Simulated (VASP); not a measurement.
# H3CCl in VASP: a series of runs, part 2 of 2

VASP 6.6.1.

## 4. Relaxation of the atoms, PBE

File INCAR:

```
SYSTEM = H3CCl
PREC     = Accurate       ! precision mode
ENCUT    = 520            ! plane-wave cutoff, eV
EDIFF    = 1E-6           ! SCF threshold, eV
ISMEAR   = -1             ! smearing method
SIGMA    = 0.05           ! smearing width, eV
LREAL    = Auto         
LASPH    = .True.         ! aspherical terms in the spheres
NELM     = 100            ! most SCF steps
ALGO     = Normal         ! electronic algorithm
ISIF     = 2              ! what is computed and relaxed
LWAVE    = .False.        ! write WAVECAR
LCHARG   = .False.        ! write CHGCAR
GGA      = PE             ! functional
IBRION   = 2              ! ionic algorithm
NSW      = 35             ! ionic steps
EDIFFG   = -0.3           ! ionic threshold
```

File KPOINTS:

```
Automatic mesh
0
Gamma
  1 1 1
  0 0 0
```

File POSCAR:

```
H3CCl
1.0
    9.0287150000      0.0000000000      0.0000000000
    0.0000000000      9.0287150000      0.0000000000
    0.0000000000      0.0000000000      9.0287150000
C Cl H
8 8 24
Direct
    0.3527012000      0.4317695000      0.3465526000
    0.9497220000      0.6936370000      0.5797300000
    0.0535876000      0.1453078000      0.6995042000
    0.6177163000      0.5513305000      0.7573994000
    0.3228236000      0.9489947000      0.9519873000
    0.9080521000      0.2556044000      0.3222954000
    0.5627878000      0.8938123000      0.5553546000
    0.8473559000      0.8860261000      0.0349118000
    0.5032539000      0.5552958000      0.3177998000
    0.9683032000      0.6187392000      0.3986317000
    0.1818296000      0.0944071000      0.5590953000
    0.6553712000      0.5521526000      0.9506168000
    0.2800239000      0.8474207000      1.1150899000
    1.0500419000      0.3343464000      0.2109844000
    0.7114437000      0.9663739000      0.6620682000
    0.9091099000      1.0675837000     -0.0095274000
    0.2970562000      0.4128125000      0.2413431000
    0.3952576000      0.3277367000      0.3900373000
    0.2761132000      0.4811810000      0.4254042000
    1.0468010000      0.7606330000      0.6044686000
    0.8504236000      0.7618115000      0.5838323000
    0.9408736000      0.6030794000      0.6587605000
   -0.0497758000      0.0860430000      0.6813800000
    0.0996251000      0.1160266000      0.8069655000
    0.0345260000      0.2641729000      0.6938015000
    0.5238579000      0.4787697000      0.7361785000
    0.5918291000      0.6636327000      0.7221455000
    0.7150328000      0.5110993000      0.6987841000
    0.3996574000      1.0374916000      0.9800881000
    0.3732108000      0.8745750000      0.8716902000
    0.2210963000      0.9954199000      0.9070314000
    0.9051829000      0.1365848000      0.3035631000
    0.9319708000      0.2785564000      0.4381656000
    0.8024264000      0.3047692000      0.2914601000
    0.4758421000      0.9769326000      0.5478536000
    0.6034039000      0.8665541000      0.4452088000
    0.5205704000      0.7947290000      0.6094376000
    0.7373256000      0.8697177000     -0.0114796000
    0.9242217000      0.8059933000     -0.0121113000
    0.8437366000      0.8742225000      0.1547966000
```

Command:

```sh
$ cat potpaw_PBE.64/C/POTCAR potpaw_PBE.64/Cl/POTCAR potpaw_PBE.64/H/POTCAR > POTCAR
$ mpirun -np 1 vasp_gam > vasp.out
```

Run time: 16 min. Hardware: 1 thread of AMD EPYC 7R13 (Zen 3), shared host; peak memory 0.72 GiB.

It converged, with:

```yaml
Free_energy: -179.5315 eV
Energy_gained_by_relaxing: 13.6 meV/atom
Ionic_steps: 17
Pressure_after_relaxing: 0.2 GPa
Largest_force_after_relaxing: 0.250 eV/Å
Band_gap_on_the_k_mesh: 4.95 eV
```

Forces in eV/Å, atoms in the order of the input:
```
C    0.228  0.041  0.066
C    0.126 -0.069  0.001
C    0.037  0.050 -0.175
C   -0.022 -0.120  0.054
C   -0.007 -0.041  0.112
C    0.105  0.108 -0.060
C    0.114  0.080 -0.027
C    0.053  0.034 -0.069
Cl  -0.168 -0.184  0.018
Cl  -0.023  0.080  0.115
Cl  -0.114  0.013  0.124
Cl  -0.047 -0.027 -0.106
Cl   0.048  0.081 -0.123
Cl  -0.110  0.049  0.164
Cl  -0.177 -0.057 -0.088
Cl  -0.104 -0.202 -0.105
H    0.109  0.059  0.126
H   -0.075  0.043 -0.083
H    0.033  0.029 -0.100
H   -0.026  0.062 -0.015
H    0.021  0.033 -0.004
H   -0.015  0.026  0.024
H    0.081  0.054  0.084
H   -0.070  0.024 -0.081
H   -0.006 -0.013  0.024
H   -0.014  0.038  0.002
H    0.039 -0.086  0.038
H   -0.033  0.033  0.041
H   -0.023 -0.013  0.039
H   -0.019 -0.033  0.023
H    0.062 -0.052  0.059
H    0.156 -0.032 -0.089
H   -0.014  0.069  0.134
H   -0.066  0.138 -0.053
H    0.013  0.003  0.052
H    0.037 -0.030  0.003
H   -0.012  0.062 -0.060
H   -0.170 -0.139 -0.087
H    0.000 -0.163  0.002
H    0.052  0.051  0.021
```

Stress tensor (GPa, compression positive):
```
 0.09 -0.08  0.17
-0.08  0.47  0.25
 0.17  0.25  0.07
```

The path:
| step | energy change (eV) | largest force (eV/Å) | pressure (GPa) |
| --- | --- | --- | --- |
| 1 | 0.0000 | 0.4810 | 1.25 |
| 2 | -0.0601 | 0.4846 | 0.77 |
| 3 | -0.0642 | 0.6610 | 0.61 |
| 4 | -0.0979 | 0.3774 | 0.53 |
| 5 | -0.1273 | 0.4837 | 0.36 |
| 6 | -0.1664 | 0.3295 | 0.49 |
| 7 | -0.1913 | 0.5214 | 0.72 |
| 8 | -0.2296 | 0.4064 | 0.79 |
| 9 | -0.2900 | 0.4314 | 1.02 |
| 10 | -0.2927 | 0.5361 | 1.08 |
| 11 | -0.3381 | 0.4781 | 0.96 |
| 12 | -0.4093 | 0.7741 | 0.57 |
| 13 | -0.4586 | 0.3240 | 0.40 |
| 14 | -0.4685 | 0.4262 | 0.29 |
| 15 | -0.4904 | 0.3739 | 0.27 |
| 16 | -0.5166 | 0.4106 | 0.20 |
| 17 | -0.5456 | 0.2503 | 0.21 |

Final structure:
```
C Cl H
1.0
     9.02872    0.00000    0.00000
     0.00000    9.02872    0.00000
     0.00000    0.00000    9.02872
C Cl H
8 8 24
Direct
  0.36796 0.43527 0.35065
  0.95960 0.69623 0.58424
  0.06475 0.15574 0.68578
  0.61586 0.53814 0.76118
  0.32743 0.94611 0.95658
  0.89706 0.25289 0.31671
  0.54651 0.90776 0.54519
  0.83662 0.87339 0.04369
  0.53184 0.55042 0.35126
  0.97756 0.62567 0.40007
  0.19415 0.10030 0.54516
  0.65104 0.52804 0.95628
  0.28453 0.84457 0.12155
  0.02407 0.32613 0.18263
  0.66808 0.99524 0.67669
  0.87861 0.06489 0.01740
  0.32683 0.42506 0.23687
  0.40006 0.32721 0.39563
  0.28419 0.48701 0.42155
  0.05644 0.76504 0.60835
  0.85779 0.76110 0.59284
  0.95609 0.60200 0.66051
  0.96160 0.09445 0.66763
  0.11169 0.13140 0.79476
  0.04604 0.27498 0.67411
  0.51887 0.46989 0.73637
  0.59561 0.65396 0.73165
  0.71183 0.49517 0.70067
  0.40464 0.03556 0.98371
  0.37863 0.87100 0.87646
  0.22398 0.99140 0.91249
  0.89418 0.13233 0.30848
  0.93680 0.28745 0.42507
  0.78717 0.29802 0.29484
  0.45539 0.98342 0.52079
  0.60906 0.88338 0.44446
  0.50446 0.80509 0.59396
  0.72899 0.85222 0.99435
  0.92329 0.80979 0.98862
  0.83510 0.84763 0.16205
```

Levels at points of the mesh, in eV from the valence-band top:
```
           k point  band 54  band 55  band 56  band 57  band 58  band 59
(0.00, 0.00, 0.00)    -0.35    -0.26     0.00     4.95     5.28     5.70
```

Caveat: the k points lie up to 0.70 Å⁻¹ apart; the relaxation stopped at a loose force limit of 0.3 eV/Å, so its end isn't a converged minimum.

## 5. The runs side by side

| task | cell | gap on the mesh (eV) | pressure (GPa) | largest force (eV/Å) |
| --- | --- | --- | --- | --- |
| single point | as given, atomic positions A | 5.33 | 0.2 | 2.93 |
| single point | as given, atomic positions B | 5.31 | -0.4 | 2.97 |
| relaxation of the atoms | atoms relaxed, atomic positions C | 4.95 | 0.2 | 0.25 |

Alike in all rows: level PBE; potentials or basis VASP PAW PBE potentials, release 64 (C, Cl, H); no spin polarisation; k mesh 1 × 1 × 1; cutoff (eV) 520; smearing fermi-dirac 0.05 eV.

Caveats: all runs use coarse meshes; the relaxation stopped at a loose force limit of 0.3 eV/Å, so its end isn't a converged minimum (at least some runs).

Absolute energies hang on the potentials; compare differences alone.
